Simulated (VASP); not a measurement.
# Os (P6_3/mmc) in VASP: further runs

Os is run at these levels: r2SCAN; tasks: single point.

Program: VASP 6.6.1. These are calculated values, not measurements. Logs are shortened: lines on timing, memory, paths and dates and some standing lists are left out, and cuts for length are marked.

## Step 1: The cell of the first run

The structure is hexagonal, space group P6_3/mmc (No. 194). Conventional cell: a = 2.739 Å, b = 2.739 Å, c = 4.314 Å, α = 90.00°, β = 90.00°, γ = 120.00°. Os (site symmetry -6m2) has 12 Os at 2.67 to 2.74 Å within 3.5 Å.

## Step 2: Single point, r2SCAN

Contents of POSCAR:

```
Os
1.0
    2.7393806551      0.0000000000      0.0000000000
   -1.3696903275      2.3723732379      0.0000000000
    0.0000000000      0.0000000000      4.3138178725
Os
2
Direct
    0.3333333333      0.6666666667      0.2500000000
    0.6666666667      0.3333333333      0.7500000000
```

Contents of INCAR.step1:

```
SYSTEM = Os
ALGO = Normal ; EDIFF = 1E-5
ENCUT = 620 ; GGA = PE
GGA_COMPAT = .False. ; ISMEAR = 1
LASPH = .True. ; LCHARG = .False.
LREAL = .False. ; LWAVE = .True.
NBANDS = 23 ; NELM = 120
PREC = Accurate ; SIGMA = 0.01
```

Contents of INCAR.step2:

```
SYSTEM = Os
ALGO = Normal ; EDIFF = 1E-6
ENCUT = 620 ; GGA_COMPAT = .False.
ISIF = 2 ; ISMEAR = 1
ISTART = 1 ; LASPH = .True.
LCHARG = .True. ; LELF = .True.
LMIXTAU = .True. ; LREAL = .False.
LVHAR = .True. ; LWAVE = .False.
METAGGA = R2SCAN ; NBANDS = 23
NELM = 120 ; PREC = Accurate
SIGMA = 0.01
```

Contents of KPOINTS:

```
k-points
0
Gamma
  13 13 7
  0 0 0
```

Potentials or basis: VASP PAW PBE potentials, release 64 (Os_sv_GW).

Launch:

```bash
cat potpaw_PBE.64/Os_sv_GW/POTCAR > POTCAR
cp INCAR.step1 INCAR
mpirun -np 1 vasp_std > vasp.out
cp INCAR.step2 INCAR
mpirun -np 1 vasp_std > vasp.out
```

OUTCAR:

```text
SYSTEM = Os
   EDIFF = 1E-6
   ENCUT = 620
   ISIF = 2
   ISMEAR = 1
   ISTART = 1
   LASPH = .True.
   LREAL = .False.
   METAGGA = R2SCAN
   NELM = 120
   PREC = Accurate

 ion  position               nearest neighbor table
   1  0.333  0.667  0.250-   2 2.67   2 2.67   2 2.67   2 2.67   2 2.67   2 2.67
   2  0.667  0.333  0.750-   1 2.67   1 2.67   1 2.67   1 2.67   1 2.67   1 2.67

  LATTYP: Found a hexagonal cell.
 ALAT       =     2.7393806551
 C/A-ratio  =     1.5747420368

  Lattice vectors:

 A1 = (   2.7393806551,   0.0000000000,   0.0000000000)
 A2 = (  -1.3696903275,   2.3723732379,   0.0000000000)
 A3 = (   0.0000000000,   0.0000000000,   4.3138178725)

Analysis of symmetry for initial positions (statically):
=====================================================================
 Subroutine PRICEL returns:
 Original cell was already a primitive cell.

 Routine SETGRP: Setting up the symmetry group for a
 hexagonal supercell.

 Subroutine GETGRP returns: Found 24 space group operations
 (whereof 12 operations were pure point group operations)
 out of a pool of 24 trial point group operations.

The static configuration has the point symmetry D_3d.
 The point group associated with its full space group is D_6h.

Analysis of symmetry for dynamics (positions and initial velocities):
=====================================================================
 Subroutine PRICEL returns:
 Original cell was already a primitive cell.

 Routine SETGRP: Setting up the symmetry group for a
 hexagonal supercell.

 Subroutine GETGRP returns: Found 24 space group operations
 (whereof 12 operations were pure point group operations)
 out of a pool of 24 trial point group operations.

The dynamic configuration has the point symmetry D_3d.
 The point group associated with its full space group is D_6h.

 Subroutine INISYM returns: Found 24 space group operations
 (whereof 12 operations are pure point group operations),
 and found     1 'primitive' translations

----------------------------------------------------------------------------------------

                                     Primitive cell

  volume of cell :      28.0348

  direct lattice vectors                    reciprocal lattice vectors
     2.739380655  0.000000000  0.000000000     0.365046018  0.210759417  0.000000000
    -1.369690328  2.372373238  0.000000000     0.000000000  0.421518834  0.000000000
     0.000000000  0.000000000  4.313817872     0.000000000  0.000000000  0.231813217

  length of vectors
     2.739380655  2.739380655  4.313817872     0.421518834  0.421518834  0.231813217

  position of ions in fractional coordinates (direct lattice)
     0.333333333  0.666666667  0.250000000
     0.666666667  0.333333333  0.750000000

  ion indices of the primitive-cell ions
   primitive index   ion index
                 1           1
                 2           2

----------------------------------------------------------------------------------------

 KPOINTS: k-points

Automatic generation of k-mesh.
 Grid dimensions read from file:
 generate k-points for:   13   13    7

 Generating k-lattice:

  Cartesian coordinates                     Fractional coordinates (reciprocal lattice)
     0.028080463  0.016212263  0.000000000     0.076923077 -0.000000000  0.000000000
     0.000000000  0.032424526  0.000000000     0.000000000  0.076923077  0.000000000
     0.000000000  0.000000000  0.033116174     0.000000000  0.000000000  0.142857143

  Length of vectors
     0.032424526  0.032424526  0.033116174

  Shift w.r.t. Gamma in fractional coordinates (k-lattice)
     0.000000000  0.000000000  0.000000000

 Subroutine IBZKPT returns following result:
 ===========================================

 Found     84 irreducible k-points:

 Following reciprocal coordinates:
            Coordinates               Weight
  0.000000  0.000000  0.000000      1.000000
  0.076923 -0.000000  0.000000      6.000000
  0.153846  0.000000  0.000000      6.000000
  0.230769  0.000000  0.000000      6.000000
  0.307692  0.000000  0.000000      6.000000
  0.384615 -0.000000  0.000000      6.000000
[... 16 lines left out ...]
  0.076923 -0.000000  0.142857     12.000000
  0.153846  0.000000  0.142857     12.000000
 [... further k-points ...]
   k-points           NKPTS =     84   k-points in BZ     NKDIM =     84   number of bands    NBANDS=     23
   number of dos      NEDOS =    301   number of ions     NIONS =      2
   total plane-waves  NPLWV =  20736
   dimension x,y,z NGX =    24 NGY =   24 NGZ =   36
   dimension x,y,z NGXF=    48 NGYF=   48 NGZF=   72
   ions per type =               2
   NGX,Y,Z   is equivalent  to a cutoff of  14.56, 14.56, 13.87 a.u.
   NGXF,Y,Z  is equivalent  to a cutoff of  29.13, 29.13, 27.75 a.u.
 SYSTEM =  Os
   PREC   = accura    normal or accurate (medium, high low for compatibility)
   ISTART =      1    job   : 0-new  1-cont  2-samecut
   ICHARG =      0    charge: 1-file 2-atom 10-const
   ISPIN  =      1    spin polarized calculation?
   LNONCOLLINEAR =      F non collinear calculations
   LSORBIT =      F    spin-orbit coupling
   LASPH  =      T    aspherical Exc in radial PAW
   ENCUT  =  620.0 eV  45.57 Ry    6.75 a.u.   5.56  5.56  8.76*2*pi/ulx,y,z
   NELM   =    120;   NELMIN=  2; NELMDL=  0     # of ELM steps
   EDIFF  = 0.1E-05   stopping-criterion for ELM
   LREAL  =      F    real-space projection
   EDIFFG = 0.1E-04   stopping-criterion for IOM
   NSW    =      0    number of steps for IOM
   IBRION =     -1    ionic relax: 0-MD 1-quasi-New 2-CG
   NFREE  =      0    steps in history (QN), initial steepest desc. (CG)
   ISIF   =      2    stress and relaxation
   ISYM   =      2    0-nonsym 1-usesym 2-fastsym
   POTIM  = 0.5000    time-step for ionic-motion
   TEBEG  =    0.0;   TEEND  =   0.0 temperature during run
   PSTRESS=    0.0 pullay stress
   NELECT =      32.0000    total number of electrons
   NUPDOWN=      -1.0000    fix difference up-down
   EMIN   =  10.00;   EMAX   =-10.00  energy-range for DOS
   EFERMI =   0.00;   METHOD = LEGACY
   ISMEAR =     1;   SIGMA  =   0.01  broadening in eV -4-tet -1-fermi 0-gaus
   EFERMI_NEDOS =   21; number of points for ismear=-14 and -15
   IALGO  =     38    algorithm
   IMIX   =      4    mixing-type and parameters
     AMIX     =   0.40;   BMIX     =  1.00
     AMIX_MAG =   1.60;   BMIX_MAG =  1.00
  volume/ion in A,a.u.               =      14.02        94.59
  Fermi-wavevector in a.u.,A,eV,Ry     =   1.710904  3.233141 39.826893  2.927194
  Thomas-Fermi vector in A             =   2.789117
   LORBIT       =      0    0 simple, 1 ext, 2 COOP (PROOUT), +10 PAW based schemes
   METAGGA = R2SCAN    functional components
   LHFCALC =     F    Hartree Fock is set to
   AEXX    =    0.0000 exact exchange contribution
   IVDW    =     0    specifies the selected vdW correction
   LEPSILON=     F    determine dielectric tensor
   LRPA    =     F    only Hartree local field effects (RPA)
 non-spin polarized calculation
 Methfessel and Paxton  Order N= 1 SIGMA  =   0.01
  energy-cutoff  :      620.00
  volume of cell :       28.03
 maximum number of plane-waves:      1008
 NGX is ok and might be reduce to    24
   NGX = 11   NGY = 11   NGZ = 17

 number of electron      32.0000000 magnetization

 Free energy of the ion-electron system (eV)
  ---------------------------------------------------
  ext. energy  EPLUGINS =         0.00000000
  ---------------------------------------------------
  free energy    TOTEN  =      -108.18567517 eV

  energy without entropy =     -108.18565195  energy(sigma->0) =     -108.18566743

 E-fermi :  13.5882     XC(G=0): -16.0044

 val. band max:       13.5841263209   @ k =   0.2308   0.2308   0.0000
 cond. band min:      13.5921336829   @ k =   0.2308   0.0000   0.2857
 fundamental gap:      0.0080073620
 Fermi energy:        13.5881612726

 k-point     1 :       0.0000    0.0000    0.0000
  band No.  band energies     occupation
      1     -75.2138      2.00000
      2     -75.0822      2.00000
      3     -34.5856      2.00000
      4     -33.5926      2.00000
      5     -33.5926      2.00000
      6     -33.4016      2.00000
[... 15 lines left out ...]
     22      27.5218      0.00000
     23      30.0750      0.00000

 k-point     2 :       0.0769   -0.0000    0.0000
  band No.  band energies     occupation
      1     -75.2085      2.00000
      2     -75.0803      2.00000
      3     -34.5640      2.00000
      4     -33.6381      2.00000
      5     -33.6081      2.00000
      6     -33.4493      2.00000
[... 15 lines left out ...]
     22      28.0376      0.00000
     23      30.3899      0.00000

 k-point     3 :       0.1538    0.0000    0.0000
  band No.  band energies     occupation
      1     -75.1936      2.00000
      2     -75.0757      2.00000
      3     -34.5020      2.00000
      4     -33.7641      2.00000
      5     -33.6499      2.00000
      6     -33.5791      2.00000
[... 15 lines left out ...]
     22      29.2563      0.00000
     23      30.9839      0.00000

 k-point     4 :       0.2308    0.0000    0.0000
  band No.  band energies     occupation
      1     -75.1716      2.00000
      2     -75.0694      2.00000
      3     -34.4060      2.00000
      4     -33.9408      2.00000
      5     -33.7562      2.00000
      6     -33.7065      2.00000
[... 15 lines left out ...]
     22      28.6850      0.00000
     23      30.0925      0.00000

 k-point     5 :       0.3077    0.0000    0.0000
  band No.  band energies     occupation
      1     -75.1465      2.00000
      2     -75.0640      2.00000
      3     -34.2884      2.00000
      4     -34.1281      2.00000
      5     -33.9374      2.00000
      6     -33.7642      2.00000
[... 434 lines left out ...]
 k-point    22 :       0.0000    0.0000    0.1429
  band No.  band energies     occupation
      1     -75.2074      2.00000
      2     -75.0888      2.00000
      3     -34.5273      2.00000
      4     -33.5832      2.00000
      5     -33.5832      2.00000
      6     -33.4112      2.00000
[... 15 lines left out ...]
     22      27.0169      0.00000
     23      30.4999      0.00000

 k-point    23 :       0.0769   -0.0000    0.1429
  band No.  band energies     occupation
      1     -75.2023      2.00000
      2     -75.0870      2.00000
      3     -34.5088      2.00000
      4     -33.6273      2.00000
      5     -33.5984      2.00000
      6     -33.4813      2.00000
[... 15 lines left out ...]
     22      27.5268      0.00000
     23      30.8009      0.00000

 k-point    24 :       0.1538    0.0000    0.1429
  band No.  band energies     occupation
      1     -75.1876      2.00000
      2     -75.0816      2.00000
      3     -34.4563      2.00000
      4     -33.7481      2.00000
      5     -33.6391      2.00000
      6     -33.6189      2.00000
[... 15 lines left out ...]
     22      28.8109      0.00000
     23      30.9401      0.00000

 [... further k-points ...]

------------------------ aborting loop because EDIFF is reached ----------------------------------------

  FORCE on cell =-STRESS in cart. coord.  units (eV):
  Direction    XX          YY          ZZ          XY          YZ          ZX
  --------------------------------------------------------------------------------------
  -------------------------------------------------------------------------------------
  Total       -0.1514782     -0.1514782     -0.2279127     -0.0000000      0.0000000     -0.0000000
  in kB       -8.6569201     -8.6569201    -13.0251235     -0.0000000      0.0000000     -0.0000000
  external PRESSURE =     -10.1129879 kB  Pullay stress =       0.0000000 kB

 VOLUME and BASIS-vectors are now :
 -----------------------------------------------------------------------------
  energy-cutoff  :      620.00
  volume of cell :       28.03
      direct lattice vectors                 reciprocal lattice vectors
     2.739380655  0.000000000  0.000000000     0.365046018  0.210759417  0.000000000
    -1.369690328  2.372373238  0.000000000     0.000000000  0.421518834  0.000000000
     0.000000000  0.000000000  4.313817872     0.000000000  0.000000000  0.231813217

 POSITION                                       TOTAL-FORCE (eV/Angst)
 -----------------------------------------------------------------------------------
     -0.00000      1.58158      1.07845        -0.000000      0.000000      0.000000
      1.36969      0.79079      3.23536         0.000000     -0.000000      0.000000
 -----------------------------------------------------------------------------------
    total drift:                                0.000000     -0.000000      0.000000

  FREE ENERGIE OF THE ION-ELECTRON SYSTEM (eV)
  ---------------------------------------------------
  free  energy   TOTEN  =      -108.1856751653 eV

  energy  without entropy=     -108.1856519529  energy(sigma->0) =     -108.18566743
```

Run time: 2.9 min. Hardware: 1 thread of AMD EPYC 9R45 (Zen 5), shared host; peak memory 0.18 GiB.

What came out:

```yaml
Free_energy: -108.1857 eV
Pressure: -1.0 GPa
Band_gap_on_the_k_mesh: zero (bands 16 and 17 overlap by 3.99 eV)
```

Levels at points of the mesh, in eV from the Fermi level:
| k point | band 12 | band 13 | band 14 | band 15 | band 16 | band 17 | band 18 | band 19 | band 20 | band 21 |
| --- | --- | --- | --- | --- | --- | --- | --- | --- | --- | --- |
| (0.00, 0.00, 0.00) | -3.20 | -2.88 | -2.33 | -2.33 | -1.70 | -1.70 | -0.03 | 1.71 | 1.71 | 9.50 |

Caveat: the PAW data sets were made with another functional, which shifts forces and pressure a little; spin-orbit coupling is left out, which moves the levels of the heavy elements.

## Step 3: Single point, r2SCAN

POSCAR is that of step 2.

Contents of INCAR.step1:

```
PREC = Accurate
ENCUT = 620
ISMEAR = -1
SIGMA = 0.1
LREAL = False
LASPH = True
NELM = 120
NBANDS = 23
GGA = PE
ALGO = Normal
EDIFF = 1E-5
LWAVE = True
LCHARG = False
GGA_COMPAT = False
```

Contents of INCAR.step2:

```
PREC = Accurate
ENCUT = 620
EDIFF = 1E-6
ISMEAR = -1
SIGMA = 0.1
LREAL = False
LASPH = True
NELM = 120
ALGO = Normal
ISIF = 2
LWAVE = False
LCHARG = False
METAGGA = R2SCAN
LMIXTAU = True
NBANDS = 23
ISTART = 1
GGA_COMPAT = False
```

Contents of KPOINTS:

```
regular mesh
0
Gamma
  13 13 7
```

Potentials or basis: VASP PAW PBE potentials, release 64 (Os_sv_GW).

Launch:

```bash
cat potpaw_PBE.64/Os_sv_GW/POTCAR > POTCAR
cp INCAR.step1 INCAR
mpirun -np 1 vasp_std > vasp.out
cp INCAR.step2 INCAR
mpirun -np 1 vasp_std > vasp.out
```

Wall time 3.7 min (1 thread of AMD EPYC 7R13 (Zen 3), shared host); peak memory 0.18 GiB.

It converged, with:

- Free energy: -108.2041 eV
- Pressure: -0.8 GPa
- Band gap on the k mesh: zero (bands 16 and 17 overlap by 3.99 eV)

Levels at points of the mesh, in eV from the Fermi level:
```
           k point  band 14  band 15  band 16  band 17  band 18  band 19
(0.00, 0.00, 0.00)    -2.36    -2.36    -1.73    -1.73    -0.06     1.68
```

Caveat: the PAW data sets were made with another functional, which shifts forces and pressure a little; spin-orbit coupling is left out, which moves the levels of the heavy elements.

## Step 4: Single point, r2SCAN

POSCAR is that of step 3.

Contents of INCAR.step1:

```
SYSTEM = Os
PREC = Accurate ; ENCUT = 620
ISMEAR = -1 ; SIGMA = 0.6
LREAL = .False. ; LASPH = .True.
NELM = 120 ; NBANDS = 23
GGA = PE ; ALGO = Normal
EDIFF = 1E-5 ; LWAVE = .True.
LCHARG = .False. ; GGA_COMPAT = .False.
```

Contents of INCAR.step2:

```
SYSTEM = Os
PREC = Accurate ; ENCUT = 620
EDIFF = 1E-6 ; ISMEAR = -1
SIGMA = 0.6 ; LREAL = .False.
LASPH = .True. ; NELM = 120
ALGO = Normal ; ISIF = 2
LWAVE = .False. ; LCHARG = .False.
METAGGA = R2SCAN ; LMIXTAU = .True.
NBANDS = 23 ; ISTART = 1
GGA_COMPAT = .False.
```

Contents of KPOINTS:

```
Automatic mesh
0
Gamma
  13 13 7
  0 0 0
```

Launch:

```bash
cat potpaw_PBE.64/Os_sv_GW/POTCAR > POTCAR
cp INCAR.step1 INCAR
mpirun -np 1 vasp_std > vasp.out
cp INCAR.step2 INCAR
mpirun -np 1 vasp_std > vasp.out
```

Run time: 6.1 min. Hardware: 1 thread of AMD EPYC 7R43 (Zen 3), shared host; peak memory 0.19 GiB.

It converged, with:

- Free energy: -108.9781 eV
- Pressure: 7.2 GPa
- Band gap on the k mesh: zero (bands 16 and 17 overlap by 3.99 eV)

Stress tensor (GPa, compression positive):
```
 5.57  0.00  0.00
 0.00  5.57  0.00
 0.00  0.00 10.43
```

Levels at points of the mesh, in eV from the Fermi level:
```
           k point  band 13  band 14  band 15  band 16  band 17  band 18  band 19  band 20
(0.00, 0.00, 0.00)    -2.87    -2.30    -2.30    -1.68    -1.68    -0.04     1.74     1.74
```

Caveat: the cell stands under pressure; so wide a smearing shifts energies and pressures; the PAW data sets were made with another functional, which shifts forces and pressure a little; spin-orbit coupling is left out, which moves the levels of the heavy elements.

(Part 1 of 2 ends here.)

The gap in the log of VASP goes by the Fermi energy; the results here count the filled bands.